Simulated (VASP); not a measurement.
# MgO (P1) in VASP: notebook

The runs below take MgO through single point, with PBEsol.

All numbers are computed with VASP 6.6.1; they aren't measurements. Logs are shortened: lines on timing, memory, paths and dates and some standing lists are left out, and cuts for length are marked.

## Step 1: The cell of the first run

The typed cell holds 8 atoms: a = 3.255 Å, b = 3.255 Å, c = 10.415 Å, α = 90.00°, β = 90.00°, γ = 120.00°.

## Step 2: Single point, PBEsol (atom 6 (O) moved by -0.390 Å along [1 0 0] and -0.390 Å along [0 0 1])

INCAR

```
ALGO = Normal
EDIFF = 1E-6
ENCUT = 520
GGA = PS
ISIF = 2
ISMEAR = 0
LASPH = T
LCHARG = T
LELF = T
LREAL = F
LVHAR = T
LWAVE = F
NBANDS = 26
NELM = 80
PREC = Accurate
SIGMA = 0.05
```

KPOINTS

```
k-points
0
Gamma
  9 9 4
```

POSCAR

```
MgO
1.0
    3.2553371795      0.0000000000      0.0000000000
   -1.6276685897      2.8192046953      0.0000000000
    0.0000000000      0.0000000000     10.4149514991
Mg O
4 4
Direct
    0.3333333333      0.6666666667      0.9695963559
    0.0000000000      0.0000000000      0.2209473890
    0.0000000000      0.0000000000      0.7209473890
    0.6666666667      0.3333333333      0.4695963559
    0.3333333333      0.6666666667      0.7799156657
   -0.1198032580      0.0000000000      0.4920926037
    0.0000000000      0.0000000000      0.0295387694
    0.6666666667      0.3333333333      0.2799156657
```

Potentials or basis: VASP PAW PBE potentials, release 64 (Mg, O).

On the command line:

```bash
> cat potpaw_PBE.64/Mg/POTCAR potpaw_PBE.64/O/POTCAR > POTCAR
> mpirun -np 1 vasp_std > vasp.out
```

OUTCAR:

```text
EDIFF = 1E-6
   ENCUT = 520
   GGA = PS
   ISIF = 2
   ISMEAR = 0
   LASPH = T
   LREAL = F
   NELM = 80
   PREC = Accurate

 ion  position               nearest neighbor table
   1  0.333  0.667  0.970-   5 1.98   7 1.98   7 1.98   7 1.98   3 3.20   3 3.20   3 3.20   2 3.22
                             2 3.22   2 3.22
   2  0.000  0.000  0.221-   8 1.98   8 1.98   8 1.98   7 1.99   4 3.20   4 3.20   4 3.20   1 3.22
                             1 3.22   1 3.22
   3  0.000  0.000  0.721-   5 1.98   5 1.98   5 1.98   6 2.42   1 3.20   1 3.20   1 3.20   4 3.22
                             4 3.22   4 3.22
   4  0.667  0.333  0.470-   6 1.57   6 1.93   8 1.98   6 2.24   2 3.20   2 3.20   2 3.20   3 3.22
                             3 3.22   3 3.22
   5  0.333  0.667  0.780-   1 1.98   3 1.98   3 1.98   3 1.98
   6  0.880  0.000  0.492-   4 1.57   4 1.93   4 2.24   3 2.42
   7  0.000  0.000  0.030-   1 1.98   1 1.98   1 1.98   2 1.99
   8  0.667  0.333  0.280-   4 1.98   2 1.98   2 1.98   2 1.98

  LATTYP: Found a hexagonal cell.
 ALAT       =     3.2553371795
 C/A-ratio  =     3.1993464655

  Lattice vectors:

 A1 = (   3.2553371795,   0.0000000000,   0.0000000000)
 A2 = (  -1.6276685897,   2.8192046953,   0.0000000000)
 A3 = (   0.0000000000,   0.0000000000,  10.4149514991)

Analysis of symmetry for initial positions (statically):
=====================================================================
 Subroutine PRICEL returns:
 Original cell was already a primitive cell.

 Routine SETGRP: Setting up the symmetry group for a
 hexagonal supercell.

 Subroutine GETGRP returns: Found  1 space group operations
 (whereof  1 operations were pure point group operations)
 out of a pool of 24 trial point group operations.

The static configuration has the point symmetry C_1 .

Analysis of symmetry for dynamics (positions and initial velocities):
=====================================================================
 Subroutine PRICEL returns:
 Original cell was already a primitive cell.

 Routine SETGRP: Setting up the symmetry group for a
 hexagonal supercell.

 Subroutine GETGRP returns: Found  1 space group operations
 (whereof  1 operations were pure point group operations)
 out of a pool of 24 trial point group operations.

The dynamic configuration has the point symmetry C_1 .

 Subroutine INISYM returns: Found  1 space group operations
 (whereof  1 operations are pure point group operations),
[... 107 lines left out ...]
   NELM   =     80;   NELMIN=  2; NELMDL= -5     # of ELM steps
   EDIFF  = 0.1E-05   stopping-criterion for ELM
   LREAL  =      F    real-space projection
   EDIFFG = 0.1E-04   stopping-criterion for IOM
   NSW    =      0    number of steps for IOM
   IBRION =     -1    ionic relax: 0-MD 1-quasi-New 2-CG
   NFREE  =      0    steps in history (QN), initial steepest desc. (CG)
   ISIF   =      2    stress and relaxation
   ISYM   =      2    0-nonsym 1-usesym 2-fastsym
   POTIM  = 0.5000    time-step for ionic-motion
   TEBEG  =    0.0;   TEEND  =   0.0 temperature during run
   PSTRESS=    0.0 pullay stress
   NELECT =      32.0000    total number of electrons
   NUPDOWN=      -1.0000    fix difference up-down
   EMIN   =  10.00;   EMAX   =-10.00  energy-range for DOS
   EFERMI =   0.00;   METHOD = LEGACY
   ISMEAR =     0;   SIGMA  =   0.05  broadening in eV -4-tet -1-fermi 0-gaus
   EFERMI_NEDOS =   21; number of points for ismear=-14 and -15
   IALGO  =     38    algorithm
   IMIX   =      4    mixing-type and parameters
     AMIX     =   0.40;   BMIX     =  1.00
     AMIX_MAG =   1.60;   BMIX_MAG =  1.00
  volume/ion in A,a.u.               =      11.95        80.63
  Fermi-wavevector in a.u.,A,eV,Ry     =   1.136750  2.148146 17.581449  1.292200
  Thomas-Fermi vector in A             =   2.273455
   LORBIT       =      0    0 simple, 1 ext, 2 COOP (PROOUT), +10 PAW based schemes
   GGA     = PS    functional components
   LHFCALC =     F    Hartree Fock is set to
   AEXX    =    0.0000 exact exchange contribution
   IVDW    =     0    specifies the selected vdW correction
   LEPSILON=     F    determine dielectric tensor
   LRPA    =     F    only Hartree local field effects (RPA)
 non-spin polarized calculation
 Gauss-broadening in eV      SIGMA  =   0.05
  energy-cutoff  :      520.00
  volume of cell :       95.58
 maximum number of plane-waves:      2616
   NGX = 13   NGY = 13   NGZ = 39

 number of electron      32.0000018 magnetization

 Free energy of the ion-electron system (eV)
  ---------------------------------------------------
  ext. energy  EPLUGINS =         0.00000000
  ---------------------------------------------------
  free energy    TOTEN  =       -46.67118559 eV

  energy without entropy =      -46.67118559  energy(sigma->0) =      -46.67118559

 E-fermi :   1.9104     XC(G=0):  -9.9250

 val. band max:        1.6492983369   @ k =   0.0000   0.0000   0.0000
 cond. band min:       3.6517085177   @ k =   0.0000   0.0000   0.0000
 fundamental gap:      2.0024101808
 Fermi energy:         1.9103762390

 k-point     1 :       0.0000    0.0000    0.0000
  band No.  band energies     occupation
      1     -15.8902      2.00000
      2     -14.9033      2.00000
      3     -14.7815      2.00000
      4     -13.6016      2.00000
      5      -2.8012      2.00000
      6      -1.1872      2.00000
[... 685 lines left out ...]
     25      12.9418      0.00000
     26      13.3055      0.00000

 [... further k-points ...]
[... 5 lines left out ...]
  --------------------------------------------------------------------------------------
  -------------------------------------------------------------------------------------
  Total        8.1784795      5.9506105     -0.8275468     -7.7918536     -1.4759697      1.7532801
  in kB      137.0892213     99.7452605    -13.8714962   -130.6085254    -24.7404834     29.3888132
  external PRESSURE =      74.3209952 kB  Pullay stress =       0.0000000 kB

 VOLUME and BASIS-vectors are now :
 -----------------------------------------------------------------------------
  energy-cutoff  :      520.00
  volume of cell :       95.58
      direct lattice vectors                 reciprocal lattice vectors
     3.255337180  0.000000000  0.000000000     0.307187841  0.177354983  0.000000000
    -1.627668590  2.819204695  0.000000000     0.000000000  0.354709965  0.000000000
     0.000000000  0.000000000 10.414951499     0.000000000  0.000000000  0.096015810

 POSITION                                       TOTAL-FORCE (eV/Angst)
 -----------------------------------------------------------------------------------
     -0.00000      1.87947     10.09830        -0.001221     -0.001320      0.761751
      0.00000      0.00000      2.30116        -0.055183      0.000030      0.788984
      0.00000      0.00000      7.50863        -0.270461      0.001309     -0.409606
      1.62767      0.93973      4.89082        -8.395352      5.325152     -3.251692
     -0.00000      1.87947      8.12278        -0.039481     -0.024414     -0.719058
      2.86534      0.00000      5.12512         8.946380     -5.367461      4.519132
      0.00000      0.00000      0.30764         0.001477      0.000174     -0.772004
      1.62767      0.93973      2.91531        -0.186158      0.066531     -0.917507
 -----------------------------------------------------------------------------------
    total drift:                               -0.000267      0.000296     -0.000623

  FREE ENERGIE OF THE ION-ELECTRON SYSTEM (eV)
  ---------------------------------------------------
  free  energy   TOTEN  =       -46.6711855936 eV

  energy  without entropy=      -46.6711855936  energy(sigma->0) =      -46.67118559
```

It took 4.2 min on 1 thread of AMD EPYC 9R45 (Zen 5), shared host; peak memory 0.39 GiB.

Results:

| Item | Value |
| --- | --- |
| Free energy | -46.6712 eV |
| Pressure | 7.4 GPa |
| Largest force | 11.370 eV/Å |
| Band gap on the k mesh | 2.00 eV, direct |

Forces in eV/Å, atoms in the order of the input:
```
Mg  -0.001 -0.001  0.762
Mg  -0.055  0.000  0.789
Mg  -0.270  0.001 -0.410
Mg  -8.395  5.325 -3.252
O   -0.039 -0.024 -0.719
O    8.946 -5.367  4.519
O    0.001  0.000 -0.772
O   -0.186  0.067 -0.918
```

Caveat: the cell differs from its parent crystal (atom 6 (O) moved by -0.390 Å along [1 0 0] and -0.390 Å along [0 0 1]); the PAW data sets were made with another functional, which shifts forces and pressure a little.

## Step 3: Single point, PBEsol (atom 6 (O) moved by -0.520 Å along [1 0 0] and +0.390 Å along [0 0 1])

INCAR

```
SYSTEM = MgO
PREC = Accurate
ENCUT = 520
EDIFF = 1E-6
ISMEAR = 0
SIGMA = 0.05
LREAL = .FALSE.
LASPH = .TRUE.
NELM = 60
ALGO = Normal
ISIF = 2
LWAVE = .FALSE.
LCHARG = .TRUE.
GGA = PS
LELF = .TRUE.
LVHAR = .TRUE.
NBANDS = 26
```

KPOINTS

```
regular mesh
0
G
  9 9 4
  0 0 0
```

Changes to POSCAR since step 2:

```diff
@@ -13,3 +13,3 @@
     0.3333333333      0.6666666667      0.7799156657
-   -0.1198032580      0.0000000000      0.4920926037
+   -0.1597376773      0.0000000000      0.5669849351
     0.0000000000      0.0000000000      0.0295387694
```

Potentials or basis: VASP PAW PBE potentials, release 64 (Mg, O).

On the command line:

```bash
> cat potpaw_PBE.64/Mg/POTCAR potpaw_PBE.64/O/POTCAR > POTCAR
> mpirun -np 1 vasp_std > vasp.out
```

Wall time 3.2 min (1 thread of Intel Xeon Platinum 8488C (Sapphire Rapids), shared host); peak memory 0.42 GiB.

Results (log left out):

```yaml
Free_energy: -47.1144 eV
Pressure: 5.8 GPa
Largest_force: 6.600 eV/Å
Band_gap_on_the_k_mesh: 1.77 eV, direct
```

Forces in eV/Å, atoms in the order of the input:
```
Mg  -0.004 -0.003 -0.774
Mg  -0.022  0.000 -0.818
Mg   1.294  0.003  4.829
Mg  -2.242  1.799  0.486
O   -0.187 -0.145  1.014
O    1.212 -1.679 -6.267
O    0.001 -0.001  0.800
O   -0.051  0.026  0.731
```

Stress tensor (GPa, compression positive):
```
 2.77 -1.17  6.95
-1.17  0.98 -3.76
 6.95 -3.76 13.52
```

Levels at points of the mesh, in eV from the valence-band top:
```tsv
k point	band 12	band 13	band 14	band 15	band 16	band 17	band 18	band 19	band 20	band 21
(0.00, 0.00, 0.00)	-1.25	-0.91	-0.62	-0.15	0.00	1.77	4.37	4.91	7.39	8.32
(0.00, 0.00, 0.50)	-1.25	-1.20	-0.73	-0.15	-0.01	2.19	3.55	6.08	6.32	9.24
```

Caveat: the cell differs from its parent crystal (atom 6 (O) moved by -0.520 Å along [1 0 0] and +0.390 Å along [0 0 1]); the PAW data sets were made with another functional, which shifts forces and pressure a little. A k mesh can miss the band edges.

## Step 4: Single point, PBEsol (atom 6 (O) moved by -0.260 Å along [1 0 0] and +0.390 Å along [0 0 1])

INCAR

```
PREC = Accurate
ENCUT = 520
EDIFF = 1E-7
ISMEAR = 0
SIGMA = 0.05
LREAL = False
LASPH = True
NELM = 80
ALGO = Normal
ISIF = 2
LWAVE = False
LCHARG = False
GGA = PS
NBANDS = 26
```

KPOINTS

```
regular mesh
0
Gamma
  9 9 4
```

Changes to POSCAR since step 3:

```diff
@@ -13,3 +13,3 @@
     0.3333333333      0.6666666667      0.7799156657
-   -0.1597376773      0.0000000000      0.5669849351
+   -0.0798688387      0.0000000000      0.5669849351
     0.0000000000      0.0000000000      0.0295387694
```

Potentials or basis: VASP PAW PBE potentials, release 64 (Mg, O).

On the command line:

```bash
> cat potpaw_PBE.64/Mg/POTCAR potpaw_PBE.64/O/POTCAR > POTCAR
> mpirun -np 1 vasp_std > vasp.out
```

OUTCAR:

```text
PREC = Accurate
   ENCUT = 520
   EDIFF = 1E-7
   ISMEAR = 0
   LREAL = False
   LASPH = True
   NELM = 80
   ISIF = 2
   GGA = PS

 ion  position               nearest neighbor table
   1  0.333  0.667  0.970-   5 1.98   7 1.98   7 1.98   7 1.98   3 3.20   3 3.20   3 3.20   2 3.22
                             2 3.22   2 3.22
   2  0.000  0.000  0.221-   8 1.98   8 1.98   8 1.98   7 1.99   4 3.20   4 3.20   4 3.20   1 3.22
                             1 3.22   1 3.22
   3  0.000  0.000  0.721-   6 1.62   5 1.98   5 1.98   5 1.98   1 3.20   1 3.20   1 3.20   4 3.22
                             4 3.22   4 3.22
   4  0.667  0.333  0.470-   6 1.94   8 1.98   6 2.15   6 2.34   2 3.20   2 3.20   2 3.20   3 3.22
                             3 3.22   3 3.22
   5  0.333  0.667  0.780-   1 1.98   3 1.98   3 1.98   3 1.98
   6  0.920  0.000  0.567-   3 1.62   4 1.94   4 2.15   4 2.34
   7  0.000  0.000  0.030-   1 1.98   1 1.98   1 1.98   2 1.99
   8  0.667  0.333  0.280-   4 1.98   2 1.98   2 1.98   2 1.98

  LATTYP: Found a hexagonal cell.
 ALAT       =     3.2553371795
 C/A-ratio  =     3.1993464655

  Lattice vectors:

 A1 = (   3.2553371795,   0.0000000000,   0.0000000000)
 A2 = (  -1.6276685897,   2.8192046953,   0.0000000000)
 A3 = (   0.0000000000,   0.0000000000,  10.4149514991)

Analysis of symmetry for initial positions (statically):
=====================================================================
 Subroutine PRICEL returns:
 Original cell was already a primitive cell.

 Routine SETGRP: Setting up the symmetry group for a
 hexagonal supercell.

 Subroutine GETGRP returns: Found  1 space group operations
 (whereof  1 operations were pure point group operations)
 out of a pool of 24 trial point group operations.

The static configuration has the point symmetry C_1 .

Analysis of symmetry for dynamics (positions and initial velocities):
=====================================================================
 Subroutine PRICEL returns:
 Original cell was already a primitive cell.

[... 140 lines left out ...]
  volume/ion in A,a.u.               =      11.95        80.63
  Fermi-wavevector in a.u.,A,eV,Ry     =   1.136750  2.148146 17.581449  1.292200
  Thomas-Fermi vector in A             =   2.273455
   LORBIT       =      0    0 simple, 1 ext, 2 COOP (PROOUT), +10 PAW based schemes
   GGA     = PS    functional components
   LHFCALC =     F    Hartree Fock is set to
   AEXX    =    0.0000 exact exchange contribution
   IVDW    =     0    specifies the selected vdW correction
   LEPSILON=     F    determine dielectric tensor
   LRPA    =     F    only Hartree local field effects (RPA)
 non-spin polarized calculation
 Gauss-broadening in eV      SIGMA  =   0.05
  energy-cutoff  :      520.00
  volume of cell :       95.58
 maximum number of plane-waves:      2616
   NGX = 13   NGY = 13   NGZ = 39

 number of electron      32.0000020 magnetization

 Free energy of the ion-electron system (eV)
  ---------------------------------------------------
  ext. energy  EPLUGINS =         0.00000000
  ---------------------------------------------------
  free energy    TOTEN  =       -47.22677195 eV

  energy without entropy =      -47.22677195  energy(sigma->0) =      -47.22677195

 E-fermi :   1.9750     XC(G=0):  -9.9290

 val. band max:        1.7201003060   @ k =   0.0000   0.0000   0.0000
 cond. band min:       3.6363306801   @ k =   0.0000   0.0000   0.0000
 fundamental gap:      1.9162303740
 Fermi energy:         1.9749540068

 k-point     1 :       0.0000    0.0000    0.0000
  band No.  band energies     occupation
      1     -15.9659      2.00000
      2     -14.8303      2.00000
      3     -14.7794      2.00000
      4     -13.5504      2.00000
      5      -2.8574      2.00000
      6      -1.3069      2.00000
[... 685 lines left out ...]
     25      12.8757      0.00000
     26      13.6960      0.00000

 [... further k-points ...]
[... 5 lines left out ...]
  --------------------------------------------------------------------------------------
  -------------------------------------------------------------------------------------
  Total       -0.1070950     -0.6128076     10.0367122     -0.0066253     -0.5038393      2.3532166
  in kB       -1.7951463    -10.2719977    168.2372707     -0.1110545     -8.4454495     39.4450616
  external PRESSURE =      52.0567089 kB  Pullay stress =       0.0000000 kB

 VOLUME and BASIS-vectors are now :
 -----------------------------------------------------------------------------
  energy-cutoff  :      520.00
  volume of cell :       95.58
      direct lattice vectors                 reciprocal lattice vectors
     3.255337180  0.000000000  0.000000000     0.307187841  0.177354983  0.000000000
    -1.627668590  2.819204695  0.000000000     0.000000000  0.354709965  0.000000000
     0.000000000  0.000000000 10.414951499     0.000000000  0.000000000  0.096015810

 POSITION                                       TOTAL-FORCE (eV/Angst)
 -----------------------------------------------------------------------------------
     -0.00000      1.87947     10.09830        -0.002142     -0.000837     -0.786760
      0.00000      0.00000      2.30116        -0.012298      0.000060     -0.811010
      0.00000      0.00000      7.50863         1.015259      0.001201      7.267686
      1.62767      0.93973      4.89082        -0.811131      0.387667      1.994535
     -0.00000      1.87947      8.12278        -0.097353     -0.037872      0.892288
      2.99534      0.00000      5.90512        -0.064873     -0.357259    -10.109336
      0.00000      0.00000      0.30764         0.000752     -0.000283      0.802750
      1.62767      0.93973      2.91531        -0.028215      0.007323      0.749848
 -----------------------------------------------------------------------------------
    total drift:                               -0.000493      0.000042     -0.000878

  FREE ENERGIE OF THE ION-ELECTRON SYSTEM (eV)
  ---------------------------------------------------
  free  energy   TOTEN  =       -47.2267719537 eV

  energy  without entropy=      -47.2267719537  energy(sigma->0) =      -47.22677195
```

Run time: 3.4 min. Hardware: 1 thread of Intel Xeon Platinum 8488C (Sapphire Rapids), shared host; peak memory 0.43 GiB.

Results:

```
Free energy            : -47.2268 eV
Pressure               : 5.2 GPa
Largest force          : 10.116 eV/Å
Band gap on the k mesh : 1.92 eV, direct
```

Forces in eV/Å, atoms in the order of the input:
```
Mg   -0.002  -0.001  -0.787
Mg   -0.012   0.000  -0.811
Mg    1.015   0.001   7.268
Mg   -0.811   0.388   1.995
O    -0.097  -0.038   0.892
O    -0.065  -0.357 -10.109
O     0.001   0.000   0.803
O    -0.028   0.007   0.750
```

Caveat: the cell differs from its parent crystal (atom 6 (O) moved by -0.260 Å along [1 0 0] and +0.390 Å along [0 0 1]); the PAW data sets were made with another functional, which shifts forces and pressure a little. A k mesh can miss the band edges.
